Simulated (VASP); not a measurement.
Input of a VASP 6.6.1 run:

The input POSCAR:

```
Ru
1.0
    2.5042048871      0.0000000000      0.0000000000
   -1.2521024435      2.1687050485      0.0000000000
    0.0000000000      0.0000000000      3.9755379806
Ru
2
Direct
    0.3333333333      0.6666666667      0.2500000000
    0.6666666667      0.3333333333      0.7500000000
```

File INCAR.step1:

```
PREC = Accurate
ENCUT = 550
ISMEAR = -1
SIGMA = 0.08
LREAL = F
LASPH = T
NELM = 120
NBANDS = 21
GGA = PE
ALGO = Normal
EDIFF = 1E-5
LWAVE = T
LCHARG = F
GGA_COMPAT = F
```

Contents of INCAR.step2:

```
PREC = Accurate
ENCUT = 550
EDIFF = 1E-6
ISMEAR = -1
SIGMA = 0.08
LREAL = F
LASPH = T
NELM = 120
ALGO = Normal
ISIF = 2
LWAVE = F
LCHARG = T
METAGGA = R2SCAN
LMIXTAU = T
LELF = T
LVHAR = T
NBANDS = 21
ISTART = 1
GGA_COMPAT = F
```

File KPOINTS:

```
regular mesh
0
Gamma
  16 16 9
```

Potentials or basis: VASP PAW PBE potentials, release 64 (Ru_pv).

The run is started by

```console
$ cat potpaw_PBE.64/Ru_pv/POTCAR > POTCAR
$ cp INCAR.step1 INCAR
$ mpirun -np 1 vasp_std > vasp.out
$ cp INCAR.step2 INCAR
$ mpirun -np 1 vasp_std > vasp.out
```

Problem. What does it give for the band gap on the k mesh?

Solution. Zero (bands 14 and 15 overlap by 4.77 eV).

Problem. What does it give for the pressure?

Solution. 131.1 GPa.

Stress tensor (GPa, compression positive):
```
131.04   0.00   0.00
  0.00 131.04   0.00
  0.00   0.00 131.35
```

Caveat: the cell stands under pressure; an empty level that is flat over the whole mesh can mark a ghost state of the potentials, or a narrow d or f band; the PAW data sets were made with another functional, which shifts forces and pressure a little.
